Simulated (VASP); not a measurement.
A run of VASP 6.6.1:

File INCAR:

```
ALGO = Normal
EDIFF = 1E-6
ENCUT = 520
GGA = PE
ISIF = 2
ISMEAR = 0
LASPH = True
LCHARG = False
LREAL = False
LWAVE = False
NBANDS = 39
NELM = 100
PREC = Accurate
SIGMA = 0.01
```

File KPOINTS:

```
k-points
0
Gamma
  12 12 2
```

Contents of POSCAR:

```
GeSb4Te4
1.0
    4.3299847595      0.0000000000      0.0000000000
   -2.1649923797      3.7498767997      0.0000000000
    0.0000000000      0.0000000000     17.6486084329
Ge Sb Te
1 4 4
Direct
    0.0000000000      0.0000000000      0.0000000000
    0.3333333333      0.6666666667      0.5440991995
    0.6666666667      0.3333333333      0.4559008005
    0.6666666667      0.3333333333      0.7907683463
    0.3333333333      0.6666666667      0.2092316537
    0.3333333333      0.6666666667      0.9045184749
    0.6666666667      0.3333333333      0.0954815251
    0.0000000000      0.0000000000      0.6939667076
    0.0000000000      0.0000000000      0.3060332924
```

Potentials or basis: VASP PAW PBE potentials, release 64 (Ge_d, Sb, Te).

The run is started by

```sh
$ cat potpaw_PBE.64/Ge_d/POTCAR potpaw_PBE.64/Sb/POTCAR potpaw_PBE.64/Te/POTCAR > POTCAR
$ mpirun -np 1 vasp_std > vasp.out
```

Hardware: 1 thread of Intel(R) Xeon(R) Platinum 8259CL CPU @ 2.50GHz (Skylake/Cascade Lake), on a shared host.

How long does it take, and how much memory?

Wall time 7.2 min on 1 thread of Intel(R) Xeon(R) Platinum 8259CL CPU @ 2.50GHz (Skylake/Cascade Lake), with other jobs on the host, peak memory 0.61 GiB. Counts: scf iterations 15, k points 38.
